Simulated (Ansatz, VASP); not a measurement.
Pt in VASP and in Ansatz

```
Pt
1.0
     0.00000    2.24103    1.64559
     2.24103    0.00000    1.64559
     2.24103    2.24103    0.00000
Pt
1
Direct
  0.00000 0.00000 0.00000
```

Alike in both runs: task single point; functional LDA; k mesh 22 × 22 × 22; occupations gaussian, width 0.15 eV; no spin polarisation.

```csv
,VASP,Ansatz
version,VASP 6.6.1,Ansatz 0.2.0
potentials or method,"VASP PAW LDA potentials, release 64 (Pt), cutoff 520 eV","scalar-relativistic, plane waves, PAW"
valence electrons in the cell,10,18
```

|  | VASP | Ansatz | Ansatz less VASP |
| --- | --- | --- | --- |
| gap on the k mesh at the Fermi level (eV) | none | none | - |
| pressure (GPa) | -22.6 | -23.0 | -0.49 |
| traceless stress, the component that is largest in VASP (GPa) | 1.94 | 1.95 | +0.017 |

LDA's correlation is that of Perdew and Zunger in VASP and of Perdew and Wang (1992) in Ansatz. A gap of «none» marks a metal or a gap that the smearing closes. VASP's potentials hold 10 valence electrons a cell and Ansatz's 18, so a difference there can come from the potentials and not from the codes.

Spin-orbit coupling is off throughout.
